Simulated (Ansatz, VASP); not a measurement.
## C: VASP beside Ansatz

Contents of INCAR:

```
  PREC = Accurate
  ENCUT = 520
  EDIFF = 1E-7
  ISMEAR = 0
  SIGMA = 0.15
  LREAL = F
  LASPH = T
  NELM = 60
  ALGO = Normal
  ISIF = 2
  LWAVE = F
  LCHARG = T
  GGA = PS
  LELF = T
  LVHAR = T
  NBANDS = 11
```

The input KPOINTS:

```
regular mesh
0
Gamma
  14 14 8
```

File POSCAR:

```
C
1.0
    2.0838931208     -1.2032060256      0.0000000000
    2.0838931208      1.2032060256      0.0000000000
   -1.3509178149      0.0000000000      3.4313236092
C
2
Direct
    0.8333600000      0.8333600000      0.0000900000
    0.1666400000      0.1666400000      0.9999100000
```

Input for Ansatz:

```yaml
crystal:
  lattice:
    - [2.0838931207927884, -1.2032060256131498, 0.0]
    - [2.0838931207927884, 1.2032060256131498, 0.0]
    - [-1.3509178149463694, 0.0, 3.4313236091921304]
  atoms:
    - { symbol: C, position: [0.83336, 0.83336, 9.0e-05] }
    - { symbol: C, position: [0.16664, 0.16664, 0.99991] }
basis:
  ecutwfc: 500.0
kpoints:
  mp_grid:
    grid: [14, 14, 8]
hamiltonian:
  xc: pbesol
scf:
  occupations:
    method: gaussian
    width: 0.15
output:
  stress: true
```

Alike in both runs: task single point; functional PBEsol; k mesh 14 × 14 × 8; occupations gaussian, width 0.15 eV; no spin polarisation.

```csv
,VASP,Ansatz
version,VASP 6.6.1,Ansatz 0.2.0
potentials or method,"VASP PAW PBE potentials, release 64 (C), cutoff 520 eV","plane waves, PAW"
valence electrons in the cell,8,8
```

Ansatz gave:

```
pressure (GPa)                                                : 19.7
traceless stress, the component that is largest in VASP (GPa) : -18.91
```

Q: What did VASP give for the same quantities?

A: Pressure (GPa): 20.4; traceless stress, the component that is largest in VASP (GPa): -19.70.

VASP's potentials were made for PBE, not for PBEsol.
